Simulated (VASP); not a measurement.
# Pd (P6_3/mmc) in VASP: single point with PBE

Aim: the single point of Pd with PBE.

Program: VASP 6.6.1. These are calculated values, not measurements. Logs are shortened: lines on timing, memory, paths and dates and some standing lists are left out, and cuts for length are marked.

**1. The cell of the first run**

The structure is hexagonal, space group P6_3/mmc (No. 194). Conventional cell: a = 2.784 Å, b = 2.784 Å, c = 4.629 Å, α = 90.00°, β = 90.00°, γ = 120.00°. Pd (site symmetry -6m2) has 12 Pd at 2.78 to 2.82 Å within 3.7 Å.

This isn't the form of Pd at room conditions, which is fcc.

**2. Single point, PBE, collinear spin**

INCAR reads:

```
PREC = Accurate
ENCUT = 520
EDIFF = 1E-6
ISMEAR = -1
SIGMA = 0.05
LREAL = F
LASPH = T
NELM = 150
ALGO = Normal
ISIF = 2
LWAVE = F
LCHARG = F
ISPIN = 2
MAGMOM = 0.51 0.51
LORBIT = 11
NUPDOWN = 1.02
LMAXMIX = 4
GGA = PE
NBANDS = 21
```

KPOINTS reads:

```
Automatic mesh
0
Gamma
  14 14 7
```

POSCAR reads:

```
Pd
1.0
    2.7836650458      0.0000000000      0.0000000000
   -1.3918325229      2.4107246453      0.0000000000
    0.0000000000      0.0000000000      4.6288930000
Pd
2
Direct
    0.6666666667      0.3333333333      0.7500000000
    0.3333333333      0.6666666667      0.2500000000
```

Potentials or basis: VASP PAW PBE potentials, release 64 (Pd).

Command:

```
cat potpaw_PBE.64/Pd/POTCAR > POTCAR
mpirun -np 1 vasp_std > vasp.out
```

OUTCAR:

```text
PREC = Accurate
   ENCUT = 520
   EDIFF = 1E-6
   ISMEAR = -1
   LREAL = F
   LASPH = T
   NELM = 150
   ISIF = 2
   ISPIN = 2
   LORBIT = 11
   NUPDOWN = 1.02
   GGA = PE

 ion  position               nearest neighbor table
   1  0.667  0.333  0.750-   2 2.82   2 2.82   2 2.82   2 2.82   2 2.82   2 2.82
   2  0.333  0.667  0.250-   1 2.82   1 2.82   1 2.82   1 2.82   1 2.82   1 2.82

  LATTYP: Found a hexagonal cell.
 ALAT       =     2.7836650458
 C/A-ratio  =     1.6628771507

  Lattice vectors:

 A1 = (   2.7836650458,   0.0000000000,   0.0000000000)
 A2 = (  -1.3918325229,   2.4107246453,   0.0000000000)
 A3 = (   0.0000000000,   0.0000000000,   4.6288930000)

Analysis of symmetry for initial positions (statically):
=====================================================================
 Subroutine PRICEL returns:
 Original cell was already a primitive cell.

 Routine SETGRP: Setting up the symmetry group for a
 hexagonal supercell.

 Subroutine GETGRP returns: Found 24 space group operations
 (whereof 12 operations were pure point group operations)
 out of a pool of 24 trial point group operations.

The static configuration has the point symmetry D_3d.
 The point group associated with its full space group is D_6h.

Analysis of symmetry for dynamics (positions and initial velocities):
=====================================================================
 Subroutine PRICEL returns:
 Original cell was already a primitive cell.

 Routine SETGRP: Setting up the symmetry group for a
 hexagonal supercell.

 Subroutine GETGRP returns: Found 24 space group operations
 (whereof 12 operations were pure point group operations)
 out of a pool of 24 trial point group operations.

The dynamic configuration has the point symmetry D_3d.
 The point group associated with its full space group is D_6h.

Analysis of structural, dynamic, and magnetic symmetry:
=====================================================================
 Subroutine PRICEL returns:
 Original cell was already a primitive cell.

 Routine SETGRP: Setting up the symmetry group for a
 hexagonal supercell.

 Subroutine GETGRP returns: Found 24 space group operations
 (whereof 12 operations were pure point group operations)
 out of a pool of 24 trial point group operations.

The overall configuration has the point symmetry D_3d.
 The point group associated with its full space group is D_6h.

 Subroutine INISYM returns: Found 24 space group operations
 (whereof 12 operations are pure point group operations),
 and found     1 'primitive' translations

----------------------------------------------------------------------------------------

                                     Primitive cell

  volume of cell :      31.0629

  direct lattice vectors                    reciprocal lattice vectors
     2.783665046  0.000000000  0.000000000     0.359238624  0.207406516  0.000000000
    -1.391832523  2.410724645  0.000000000     0.000000000  0.414813032  0.000000000
     0.000000000  0.000000000  4.628893000     0.000000000  0.000000000  0.216034374

  length of vectors
     2.783665046  2.783665046  4.628893000     0.414813032  0.414813032  0.216034374

  position of ions in fractional coordinates (direct lattice)
     0.666666667  0.333333333  0.750000000
     0.333333333  0.666666667  0.250000000

  ion indices of the primitive-cell ions
   primitive index   ion index
                 1           1
                 2           2

----------------------------------------------------------------------------------------

 KPOINTS: Automatic mesh

Automatic generation of k-mesh.
 Grid dimensions read from file:
 generate k-points for:   14   14    7

 Generating k-lattice:

  Cartesian coordinates                     Fractional coordinates (reciprocal lattice)
     0.025659902  0.014814751  0.000000000     0.071428571  0.000000000  0.000000000
     0.000000000  0.029629502  0.000000000     0.000000000  0.071428571  0.000000000
     0.000000000  0.000000000  0.030862053     0.000000000  0.000000000  0.142857143

  Length of vectors
     0.029629502  0.029629502  0.030862053

  Shift w.r.t. Gamma in fractional coordinates (k-lattice)
     0.000000000  0.000000000  0.000000000

 Subroutine IBZKPT returns following result:
 ===========================================

 Found     96 irreducible k-points:

 Following reciprocal coordinates:
            Coordinates               Weight
  0.000000  0.000000  0.000000      1.000000
  0.071429  0.000000  0.000000      6.000000
  0.142857  0.000000  0.000000      6.000000
  0.214286  0.000000  0.000000      6.000000
  0.285714  0.000000  0.000000      6.000000
  0.357143  0.000000  0.000000      6.000000
[... 16 lines left out ...]
  0.285714  0.285714  0.000000      6.000000
  0.357143  0.285714  0.000000      6.000000
 [... further k-points ...]
   k-points           NKPTS =     96   k-points in BZ     NKDIM =     96   number of bands    NBANDS=     21
   number of dos      NEDOS =    301   number of ions     NIONS =      2
   total plane-waves  NPLWV =  20736
   dimension x,y,z NGX =    24 NGY =   24 NGZ =   36
   dimension x,y,z NGXF=    48 NGYF=   48 NGZF=   72
   ions per type =               2
   NGX,Y,Z   is equivalent  to a cutoff of  14.33, 14.33, 12.93 a.u.
   NGXF,Y,Z  is equivalent  to a cutoff of  28.67, 28.67, 25.86 a.u.
 SYSTEM =  unknown system
   PREC   = accura    normal or accurate (medium, high low for compatibility)
   ISTART =      0    job   : 0-new  1-cont  2-samecut
   ICHARG =      2    charge: 1-file 2-atom 10-const
   ISPIN  =      2    spin polarized calculation?
   LNONCOLLINEAR =      F non collinear calculations
   LSORBIT =      F    spin-orbit coupling
   LASPH  =      T    aspherical Exc in radial PAW
   ENCUT  =  520.0 eV  38.22 Ry    6.18 a.u.   5.18  5.18  8.61*2*pi/ulx,y,z
   NELM   =    150;   NELMIN=  2; NELMDL= -5     # of ELM steps
   EDIFF  = 0.1E-05   stopping-criterion for ELM
   LREAL  =      F    real-space projection
   EDIFFG = 0.1E-04   stopping-criterion for IOM
   NSW    =      0    number of steps for IOM
   IBRION =     -1    ionic relax: 0-MD 1-quasi-New 2-CG
   NFREE  =      0    steps in history (QN), initial steepest desc. (CG)
   ISIF   =      2    stress and relaxation
   ISYM   =      2    0-nonsym 1-usesym 2-fastsym
   POTIM  = 0.5000    time-step for ionic-motion
   TEBEG  =    0.0;   TEEND  =   0.0 temperature during run
   PSTRESS=    0.0 pullay stress
   NELECT =      20.0000    total number of electrons
   NUPDOWN=       1.0200    fix difference up-down
   EMIN   =  10.00;   EMAX   =-10.00  energy-range for DOS
   EFERMI =   0.00;   METHOD = LEGACY
   ISMEAR =    -1;   SIGMA  =   0.05  broadening in eV -4-tet -1-fermi 0-gaus
   EFERMI_NEDOS =   21; number of points for ismear=-14 and -15
   IALGO  =     38    algorithm
   IMIX   =      4    mixing-type and parameters
     AMIX     =   0.40;   BMIX     =  1.00
     AMIX_MAG =   1.60;   BMIX_MAG =  1.00
  volume/ion in A,a.u.               =      15.53       104.81
  Fermi-wavevector in a.u.,A,eV,Ry     =   1.413636  2.671385 27.189429  1.998367
  Thomas-Fermi vector in A             =   2.535261
   LORBIT       =     11    0 simple, 1 ext, 2 COOP (PROOUT), +10 PAW based schemes
   GGA     = PE    functional components
   LHFCALC =     F    Hartree Fock is set to
   AEXX    =    0.0000 exact exchange contribution
   IVDW    =     0    specifies the selected vdW correction
   LEPSILON=     F    determine dielectric tensor
   LRPA    =     F    only Hartree local field effects (RPA)
 spin polarized calculation
  energy-cutoff  :      520.00
  volume of cell :       31.06
 maximum number of plane-waves:       854
 NGX is ok and might be reduce to    24
   NGX = 11   NGY = 11   NGZ = 17

 number of electron      20.0000008 magnetization       1.0200001

 Free energy of the ion-electron system (eV)
  ---------------------------------------------------
  ext. energy  EPLUGINS =         0.00000000
  ---------------------------------------------------
  free energy    TOTEN  =       -10.37375793 eV

  energy without entropy =      -10.34640420  energy(sigma->0) =      -10.36008106

 E-fermi :   8.9536     XC(G=0): -12.8660

 val. band max:        9.2998496987   @ k =   0.2143   0.1429   0.4286
 cond. band min:       8.9538720757   @ k =   0.3571   0.0000   0.1429
 fundamental gap:     -0.3459776230
 Fermi energy:         9.3309517483

 spin component 1

 k-point     1 :       0.0000    0.0000    0.0000
  band No.  band energies     occupation
      1       2.1632      1.00000
      2       3.8829      1.00000
      3       6.0249      1.00000
      4       6.2271      1.00000
      5       6.2271      1.00000
      6       6.5487      1.00000
[... 13 lines left out ...]
     20      32.9984      0.00000
     21      33.2270      0.00000

 k-point     2 :       0.0714    0.0000    0.0000
  band No.  band energies     occupation
      1       2.3229      1.00000
      2       3.9940      1.00000
      3       5.9353      1.00000
      4       6.3018      1.00000
      5       6.3305      1.00000
      6       6.5008      1.00000
[... 13 lines left out ...]
     20      33.1270      0.00000
     21      34.3192      0.00000

 k-point     3 :       0.1429    0.0000    0.0000
  band No.  band energies     occupation
      1       2.7777      1.00000
      2       4.2769      1.00000
      3       5.7482      1.00000
      4       6.3158      1.00000
      5       6.5799      1.00000
      6       6.6135      1.00000
[... 13 lines left out ...]
     20      33.4833      0.00000
     21      33.8596      0.00000
[... 457 lines left out ...]
 k-point    23 :       0.2857    0.2857    0.0000
  band No.  band energies     occupation
      1       4.6066      1.00000
      2       5.0530      1.00000
      3       5.2000      1.00000
      4       5.7621      1.00000
      5       5.9868      1.00000
      6       6.3342      1.00000
[... 13 lines left out ...]
     20      34.6715      0.00000
     21      35.3138      0.00000

 k-point    24 :       0.3571    0.2857    0.0000
  band No.  band energies     occupation
      1       4.5789      1.00000
      2       5.1418      1.00000
      3       5.2267      1.00000
      4       5.7664      1.00000
      5       6.0518      1.00000
      6       6.1928      1.00000
[... 13 lines left out ...]
     20      34.6477      0.00000
     21      35.1457      0.00000

 [... further k-points ...]

 spin component 2

 k-point     1 :       0.0000    0.0000    0.0000
  band No.  band energies     occupation
      1       2.2136      1.00000
      2       4.1405      1.00000
      3       6.4062      1.00000
      4       6.5922      1.00000
      5       6.5922      1.00000
      6       6.9235      1.00000
[... 13 lines left out ...]
     20      33.0468      0.00000
     21      33.3277      0.00000

 k-point     2 :       0.0714    0.0000    0.0000
  band No.  band energies     occupation
      1       2.3735      1.00000
      2       4.2546      1.00000
      3       6.3039      1.00000
      4       6.6768      1.00000
      5       6.6974      1.00000
      6       6.8729      1.00000
[... 13 lines left out ...]
     20      33.1753      0.00000
     21      34.4673      0.00000

 k-point     3 :       0.1429    0.0000    0.0000
  band No.  band energies     occupation
      1       2.8305      1.00000
      2       4.5469      1.00000
      3       6.1005      1.00000
      4       6.6826      1.00000
      5       6.9125      1.00000
      6       6.9598      1.00000
[... 13 lines left out ...]
     20      33.5358      0.00000
     21      33.9663      0.00000
[... 457 lines left out ...]
 k-point    23 :       0.2857    0.2857    0.0000
  band No.  band energies     occupation
      1       4.8754      1.00000
      2       5.3352      1.00000
      3       5.4974      1.00000
      4       6.0102      1.00000
      5       6.2873      1.00000
      6       6.6349      1.00000
[... 13 lines left out ...]
     20      34.7451      0.00000
     21      35.4736      0.00000

 k-point    24 :       0.3571    0.2857    0.0000
  band No.  band energies     occupation
      1       4.8493      1.00000
      2       5.4348      1.00000
      3       5.5018      1.00000
      4       6.0396      1.00000
      5       6.3517      1.00000
      6       6.4904      1.00000
[... 13 lines left out ...]
     20      34.7196      0.00000
     21      35.7902      0.00000

 [... further k-points ...]

------------------------ aborting loop because EDIFF is reached ----------------------------------------

  FORCE on cell =-STRESS in cart. coord.  units (eV):
  Direction    XX          YY          ZZ          XY          YZ          ZX
  --------------------------------------------------------------------------------------
  -------------------------------------------------------------------------------------
  Total       -0.2118724     -0.2118724     -0.2602566     -0.0000000      0.0000000      0.0000000
  in kB      -10.9280662    -10.9280662    -13.4236514     -0.0000000      0.0000000      0.0000000
  external PRESSURE =     -11.7599279 kB  Pullay stress =       0.0000000 kB

 VOLUME and BASIS-vectors are now :
 -----------------------------------------------------------------------------
  energy-cutoff  :      520.00
  volume of cell :       31.06
      direct lattice vectors                 reciprocal lattice vectors
     2.783665046  0.000000000  0.000000000     0.359238624  0.207406516  0.000000000
    -1.391832523  2.410724645  0.000000000     0.000000000  0.414813032  0.000000000
     0.000000000  0.000000000  4.628893000     0.000000000  0.000000000  0.216034374

 POSITION                                       TOTAL-FORCE (eV/Angst)
 -----------------------------------------------------------------------------------
      1.39183      0.80357      3.47167         0.000000      0.000000      0.000000
     -0.00000      1.60715      1.15722        -0.000000     -0.000000      0.000000
 -----------------------------------------------------------------------------------
    total drift:                               -0.000000      0.000000     -0.000000

  FREE ENERGIE OF THE ION-ELECTRON SYSTEM (eV)
  ---------------------------------------------------
  free  energy   TOTEN  =       -10.3737579298 eV

  energy  without entropy=      -10.3464041952  energy(sigma->0) =      -10.36008106

 total charge

# of ion       s       p       d       tot
------------------------------------------
    1        0.467   0.429   8.442   9.338
    2        0.467   0.429   8.442   9.338
--------------------------------------------------
tot          0.933   0.858  16.885  18.676

 magnetization (x)

# of ion       s       p       d       tot
------------------------------------------
    1        0.003  -0.004   0.509   0.508
    2        0.003  -0.004   0.509   0.508
--------------------------------------------------
tot          0.006  -0.008   1.018   1.016
```

Run time: 64 s. Hardware: 1 thread of Intel Xeon Platinum 8488C (Sapphire Rapids), shared host; peak memory 0.22 GiB.

What came out:

```yaml
Free_energy: -10.3738 eV
Pressure: -1.2 GPa
Net_moment: 1.02 μB per cell
Site_moments: Pd +0.51 μB
Valence_electrons_inside_the_program's_atomic_spheres: Pd 9.34
```

Caveat: the total moment is fixed, so each spin has its own Fermi level and the state may be an excited one.
